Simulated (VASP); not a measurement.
# CuO (C2/c) in VASP: single point with PBE+U

Aim: the single point of CuO with PBE+U.

All numbers are computed with VASP 6.6.1; they aren't measurements. Logs are shortened: lines on timing, memory, paths and dates and some standing lists are left out, and cuts for length are marked.

### Step 1. The cell of the first run

Symmetry: C2/c, No. 15, monoclinic system. Conventional cell: a = 4.683 Å, b = 3.421 Å, c = 5.129 Å, α = 90.00°, β = 99.57°, γ = 90.00°. Cu (site symmetry -1) has 4 O at 1.95 to 1.96 Å within 2.6 Å. Within 2.9 Å of O (site symmetry 2) lie 6 Cu at 1.95 to 2.78 Å and 6 O at 2.63 to 2.90 Å.

### Step 2. Single point, PBE+U, collinear spin

INCAR

```
SYSTEM = CuO
PREC = Accurate ; ENCUT = 520
EDIFF = 1E-7 ; ISMEAR = 0
SIGMA = 0.02 ; LREAL = .False.
LASPH = .True. ; NELM = 150
ALGO = Normal ; ISIF = 2
LWAVE = .False. ; LCHARG = .False.
ISPIN = 2 ; MAGMOM = 1 1 0 0
LORBIT = 11 ; LMAXMIX = 4
LDAU = .True. ; LDAUTYPE = 2
LDAUL = 2 -1 ; LDAUU = 4 0
LDAUJ = 0 0 ; LDAUPRINT = 1
GGA = PE ; NBANDS = 29
```

KPOINTS

```
regular mesh
0
Gamma
  8 8 4
  0 0 0
```

POSCAR

```
CuO
1.0
    2.3416500000     -1.7104000000      0.0000000000
    2.3416500000      1.7104000000      0.0000000000
   -0.8525100000      0.0000000000      5.0580600000
Cu O
2 2
Direct
    0.0000000000      0.5000000000      0.0000000000
    0.5000000000      0.0000000000      0.5000000000
    0.5821000000      0.4179000000      0.2500000000
    0.4179000000      0.5821000000      0.7500000000
```

Potentials or basis: VASP PAW PBE potentials, release 64 (Cu, O).

Started as:

```sh
$ cat potpaw_PBE.64/Cu/POTCAR potpaw_PBE.64/O/POTCAR > POTCAR
$ mpirun -np 1 vasp_std > vasp.out
```

OUTCAR:

```text
SYSTEM = CuO
   PREC = Accurate
   ENCUT = 520
   EDIFF = 1E-7
   ISMEAR = 0
   LREAL = .False.
   LASPH = .True.
   NELM = 150
   ISIF = 2
   ISPIN = 2
   LORBIT = 11
   GGA = PE

 ion  position               nearest neighbor table
   1  0.000  0.500  0.000-   3 1.95   4 1.95   4 1.96   3 1.96
   2  0.500  0.000  0.500-   4 1.95   3 1.95   4 1.96   3 1.96
   3  0.582  0.418  0.250-   2 1.95   1 1.95   2 1.96   1 1.96
   4  0.418  0.582  0.750-   1 1.95   2 1.95   2 1.96   1 1.96

  LATTYP: Found a base centered monoclinic cell.
 ALAT       =     4.6833000000
 B/A-ratio  =     0.7304251276
 C/A-ratio  =     1.0952533450
 COS(beta)  =    -0.1662007255

  Lattice vectors:

 A1 = (   2.3416500000,  -1.7104000000,   0.0000000000)
 A2 = (   2.3416500000,   1.7104000000,   0.0000000000)
 A3 = (  -0.8525100000,   0.0000000000,   5.0580600000)

Analysis of symmetry for initial positions (statically):
=====================================================================
 Subroutine PRICEL returns:
 Original cell was already a primitive cell.

 Routine SETGRP: Setting up the symmetry group for a
 base centered monoclinic supercell.

 Subroutine GETGRP returns: Found  4 space group operations
 (whereof  2 operations were pure point group operations)
 out of a pool of  4 trial point group operations.

The static configuration has the point symmetry S_2 .
 The point group associated with its full space group is C_2h.

Analysis of symmetry for dynamics (positions and initial velocities):
=====================================================================
 Subroutine PRICEL returns:
 Original cell was already a primitive cell.

 Routine SETGRP: Setting up the symmetry group for a
 base centered monoclinic supercell.

 Subroutine GETGRP returns: Found  4 space group operations
 (whereof  2 operations were pure point group operations)
 out of a pool of  4 trial point group operations.

The dynamic configuration has the point symmetry S_2 .
 The point group associated with its full space group is C_2h.

Analysis of structural, dynamic, and magnetic symmetry:
=====================================================================
 Subroutine PRICEL returns:
 Original cell was already a primitive cell.

 Routine SETGRP: Setting up the symmetry group for a
 base centered monoclinic supercell.

 Subroutine GETGRP returns: Found  4 space group operations
 (whereof  2 operations were pure point group operations)
 out of a pool of  4 trial point group operations.

The overall configuration has the point symmetry S_2 .
 The point group associated with its full space group is C_2h.

 Subroutine INISYM returns: Found  4 space group operations
 (whereof  2 operations are pure point group operations),
 and found     1 'primitive' translations

----------------------------------------------------------------------------------------

                                     Primitive cell

  volume of cell :      40.5167

  direct lattice vectors                    reciprocal lattice vectors
     2.341650000 -1.710400000  0.000000000     0.213524651 -0.292329280  0.035988482
     2.341650000  1.710400000  0.000000000     0.213524651  0.292329280  0.035988482
[... 148 lines left out ...]
  0.0105  0.0038  0.9696 -0.0049  0.0000
  0.0489  0.2472 -0.0049  0.6139  0.1170
 -0.0165 -0.0817  0.0000  0.1170  0.9270

 occupancies and eigenvectors

  o =  0.3939  v =  0.0000  0.0000  0.0000  0.0000  0.0000 -0.1172 -0.5512  0.0125  0.7840 -0.2601      0.0000  0.0000  0.0000  0.0000  0.0000  0.0000  0.0000  0.0000  0.0000  0.0000
  o =  0.9500  v =  0.0000  0.0000  0.0000  0.0000  0.0000  0.8493  0.1770 -0.4316  0.2224 -0.1082      0.0000  0.0000  0.0000  0.0000  0.0000  0.0000  0.0000  0.0000  0.0000  0.0000
  o =  0.9593  v =  0.8635  0.1594 -0.4344  0.1905 -0.0639  0.0000  0.0000  0.0000  0.0000  0.0000      0.0000  0.0000  0.0000  0.0000  0.0000  0.0000  0.0000  0.0000  0.0000  0.0000
  o =  0.9657  v =  0.0000  0.0000  0.0000  0.0000  0.0000  0.0864  0.0612  0.1498  0.3575  0.9157      0.0000  0.0000  0.0000  0.0000  0.0000  0.0000  0.0000  0.0000  0.0000  0.0000
  o =  0.9671  v =  0.0000  0.0000  0.0000  0.0000  0.0000  0.1534 -0.7866 -0.3122 -0.4387  0.2604      0.0000  0.0000  0.0000  0.0000  0.0000  0.0000  0.0000  0.0000  0.0000  0.0000
  o =  0.9728  v = -0.0569  0.6757  0.3461  0.5793  0.2912  0.0000  0.0000  0.0000  0.0000  0.0000      0.0000  0.0000  0.0000  0.0000  0.0000  0.0000  0.0000  0.0000  0.0000  0.0000
  o =  0.9737  v = -0.1312  0.4028  0.0064 -0.0313 -0.9053  0.0000  0.0000  0.0000  0.0000  0.0000      0.0000  0.0000  0.0000  0.0000  0.0000  0.0000  0.0000  0.0000  0.0000  0.0000
  o =  0.9755  v =  0.0000  0.0000  0.0000  0.0000  0.0000  0.4838 -0.2058  0.8329 -0.1252 -0.1192      0.0000  0.0000  0.0000  0.0000  0.0000  0.0000  0.0000  0.0000  0.0000  0.0000
  o =  0.9790  v =  0.4764 -0.1962  0.8315 -0.1480 -0.1453  0.0000  0.0000  0.0000  0.0000  0.0000      0.0000  0.0000  0.0000  0.0000  0.0000  0.0000  0.0000  0.0000  0.0000  0.0000
  o =  1.0277  v = -0.0837 -0.5633  0.0072  0.7779 -0.2654  0.0000  0.0000  0.0000  0.0000  0.0000      0.0000  0.0000  0.0000  0.0000  0.0000  0.0000  0.0000  0.0000  0.0000  0.0000

atom =   2  type =  1  l = 2

 onsite density matrix

spin component  1

  0.9646  0.0001 -0.0075  0.0062 -0.0016
  0.0001  0.9903  0.0003  0.0243 -0.0082
 -0.0075  0.0003  0.9746  0.0007 -0.0012
  0.0062  0.0243  0.0007  1.0057 -0.0110
 -0.0016 -0.0082 -0.0012 -0.0110  0.9775

spin component  2

  0.9489 -0.0404 -0.0105 -0.0489  0.0165
 -0.0404  0.7927 -0.0038 -0.2472  0.0817
 -0.0105 -0.0038  0.9696 -0.0049  0.0000
 -0.0489 -0.2472 -0.0049  0.6139  0.1170
  0.0165  0.0817  0.0000  0.1170  0.9270

 occupancies and eigenvectors

  o =  0.3939  v =  0.0000  0.0000  0.0000  0.0000  0.0000  0.1172  0.5512  0.0125  0.7840 -0.2601      0.0000  0.0000  0.0000  0.0000  0.0000  0.0000  0.0000  0.0000  0.0000  0.0000
  o =  0.9500  v =  0.0000  0.0000  0.0000  0.0000  0.0000 -0.8493 -0.1770 -0.4316  0.2224 -0.1082      0.0000  0.0000  0.0000  0.0000  0.0000  0.0000  0.0000  0.0000  0.0000  0.0000
  o =  0.9593  v =  0.8635  0.1594  0.4344 -0.1905  0.0639  0.0000  0.0000  0.0000  0.0000  0.0000      0.0000  0.0000  0.0000  0.0000  0.0000  0.0000  0.0000  0.0000  0.0000  0.0000
  o =  0.9657  v =  0.0000  0.0000  0.0000  0.0000  0.0000 -0.0864 -0.0612  0.1498  0.3575  0.9157      0.0000  0.0000  0.0000  0.0000  0.0000  0.0000  0.0000  0.0000  0.0000  0.0000
  o =  0.9671  v =  0.0000  0.0000  0.0000  0.0000  0.0000 -0.1534  0.7866 -0.3122 -0.4387  0.2604      0.0000  0.0000  0.0000  0.0000  0.0000  0.0000  0.0000  0.0000  0.0000  0.0000
  o =  0.9728  v =  0.0569 -0.6757  0.3461  0.5793  0.2912  0.0000  0.0000  0.0000  0.0000  0.0000      0.0000  0.0000  0.0000  0.0000  0.0000  0.0000  0.0000  0.0000  0.0000  0.0000
  o =  0.9737  v = -0.1312  0.4028 -0.0064  0.0313  0.9053  0.0000  0.0000  0.0000  0.0000  0.0000      0.0000  0.0000  0.0000  0.0000  0.0000  0.0000  0.0000  0.0000  0.0000  0.0000
  o =  0.9755  v =  0.0000  0.0000  0.0000  0.0000  0.0000 -0.4838  0.2058  0.8329 -0.1252 -0.1192      0.0000  0.0000  0.0000  0.0000  0.0000  0.0000  0.0000  0.0000  0.0000  0.0000
  o =  0.9790  v = -0.4764  0.1962  0.8315 -0.1480 -0.1453  0.0000  0.0000  0.0000  0.0000  0.0000      0.0000  0.0000  0.0000  0.0000  0.0000  0.0000  0.0000  0.0000  0.0000  0.0000
  o =  1.0277  v =  0.0837  0.5633  0.0072  0.7779 -0.2654  0.0000  0.0000  0.0000  0.0000  0.0000      0.0000  0.0000  0.0000  0.0000  0.0000  0.0000  0.0000  0.0000  0.0000  0.0000

 number of electron      34.0000000 magnetization       1.9956900

 Free energy of the ion-electron system (eV)
  ---------------------------------------------------
  ext. energy  EPLUGINS =         0.00000000
  ---------------------------------------------------
  free energy    TOTEN  =       -17.11687605 eV

  energy without entropy =      -17.11681706  energy(sigma->0) =      -17.11684655

 E-fermi :   5.4747     XC(G=0): -11.8685

 val. band max:        5.3618823492   @ k =   0.5000   0.3750   0.0000
 cond. band min:       5.4768234312   @ k =   0.5000   0.5000  -0.0000
 fundamental gap:      0.1149410820
 Fermi energy:         5.4746841639

 spin component 1

 k-point     1 :       0.0000    0.0000    0.0000
  band No.  band energies     occupation
      1     -14.1973      1.00000
      2     -12.8418      1.00000
      3      -2.8359      1.00000
      4      -1.7066      1.00000
      5      -1.3069      1.00000
      6       0.3836      1.00000
[... 1529 lines left out ...]
     28      25.7459      0.00000
     29      27.1147      0.00000

 [... further k-points ...]

------------------------ aborting loop because EDIFF is reached ----------------------------------------

  FORCE on cell =-STRESS in cart. coord.  units (eV):
  Direction    XX          YY          ZZ          XY          YZ          ZX
  --------------------------------------------------------------------------------------
  -------------------------------------------------------------------------------------
  Total        1.0542666      1.3675963      1.2805562      0.0000000      0.0000000      0.1013959
  in kB       41.6895683     54.0797721     50.6378893      0.0000000      0.0000000      4.0095649
  external PRESSURE =      48.8024099 kB  Pullay stress =       0.0000000 kB

 VOLUME and BASIS-vectors are now :
 -----------------------------------------------------------------------------
  energy-cutoff  :      520.00
  volume of cell :       40.52
      direct lattice vectors                 reciprocal lattice vectors
     2.341650000 -1.710400000  0.000000000     0.213524651 -0.292329280  0.035988482
     2.341650000  1.710400000  0.000000000     0.213524651  0.292329280  0.035988482
    -0.852510000  0.000000000  5.058060000     0.000000000  0.000000000  0.197704258

 POSITION                                       TOTAL-FORCE (eV/Angst)
 -----------------------------------------------------------------------------------
      1.17083      0.85520      0.00000         0.000000      0.000000      0.000000
      0.74457     -0.85520      2.52903         0.000000     -0.000000      0.000000
      2.12852     -0.28085      1.26452        -0.000000      0.058342      0.000000
      1.70227      0.28085      3.79354        -0.000000     -0.058342      0.000000
 -----------------------------------------------------------------------------------
    total drift:                               -0.000000      0.000000     -0.000000

  FREE ENERGIE OF THE ION-ELECTRON SYSTEM (eV)
  ---------------------------------------------------
  free  energy   TOTEN  =       -17.1168760465 eV

  energy  without entropy=      -17.1168170628  energy(sigma->0) =      -17.11684655

 total charge

# of ion       s       p       d       tot
------------------------------------------
    1        0.377   0.390   9.144   9.911
    2        0.377   0.390   9.144   9.911
    3        1.557   3.440   0.000   4.997
    4        1.557   3.440   0.000   4.997
--------------------------------------------------
tot          3.869   7.661  18.288  29.818

 magnetization (x)

# of ion       s       p       d       tot
------------------------------------------
    1       -0.003   0.003   0.661   0.660
    2       -0.003   0.003   0.661   0.660
    3        0.020   0.278   0.000   0.298
    4        0.020   0.278   0.000   0.298
--------------------------------------------------
tot          0.033   0.562   1.321   1.916
```

Run time: 9.1 min. Hardware: 1 thread of Intel Xeon 8259CL, shared host; peak memory 0.27 GiB.

What came out:

```yaml
Free_energy: -17.1169 eV
Pressure: 4.9 GPa
Largest_force: 0.058 eV/Å
Band_gap_on_the_k_mesh: 0.01 eV (least direct gap 0.09 eV)
Net_moment: 2.00 μB per cell
Site_moments: Cu +0.66; O +0.30 μB
Valence_electrons_inside_the_program's_atomic_spheres: Cu 9.91; O 5.00
```

Forces on the atoms (eV/Å):
```
Cu   0.000  0.000  0.000
Cu   0.000  0.000  0.000
O    0.000  0.058  0.000
O    0.000 -0.058  0.000
```

Stress tensor (GPa, compression positive):
```
4.17 0.00 0.40
0.00 5.41 0.00
0.40 0.00 5.06
```

Levels at points of the mesh, in eV from the valence-band top:
Spin up:
```csv
k point,band 16,band 17,band 18,band 19,band 20,band 21
"(0.00, 0.00, 0.00)",-2.39,-0.67,-0.12,1.63,6.32,8.20
"(0.50, 0.00, 0.00)",-2.10,-1.09,-0.78,5.08,6.56,7.10
"(0.50, 0.50, 0.00)",-2.73,-1.66,0.00,3.65,7.16,8.81
"(0.00, 0.00, 0.50)",-2.08,-0.78,-0.78,3.96,3.96,11.80
"(0.50, 0.00, 0.50)",-2.81,-1.30,-0.31,5.42,6.62,8.37
"(0.50, 0.50, 0.50)",-2.39,-1.85,-1.85,5.39,5.39,9.17
```
Spin down:
```
           k point  band 14  band 15  band 16  band 17  band 18  band 19
(0.00, 0.00, 0.00)    -2.33    -2.25    -1.80     1.23     1.92     2.10
(0.50, 0.00, 0.00)    -2.50    -2.18    -1.55     1.25     1.49     5.20
(0.50, 0.50, 0.00)    -3.14    -2.19    -1.36     0.09     2.30     3.65
(0.00, 0.00, 0.50)    -3.08    -1.55    -1.55     1.48     1.48     4.27
(0.50, 0.00, 0.50)    -2.61    -2.31    -2.23     0.88     1.85     5.56
(0.50, 0.50, 0.50)    -2.54    -1.78    -1.78     0.89     0.89     5.45
```

Eigenvalues of the final occupation matrices:
```
    site  spin  trace               eigenvalues
site 1 d     1   4.91  0.96 0.97 0.97 0.98 1.03
site 1 d     2   4.25  0.39 0.95 0.97 0.97 0.98
site 2 d     1   4.91  0.96 0.97 0.97 0.98 1.03
site 2 d     2   4.25  0.39 0.95 0.97 0.97 0.98
```

Caveat: the cell stands under pressure; the smearing spreads over this small gap; semilocal functionals underestimate gaps, and a narrow one can read as zero. A k mesh can miss the band edges.

The gap in the log of VASP goes by the Fermi energy; the results here count the filled bands.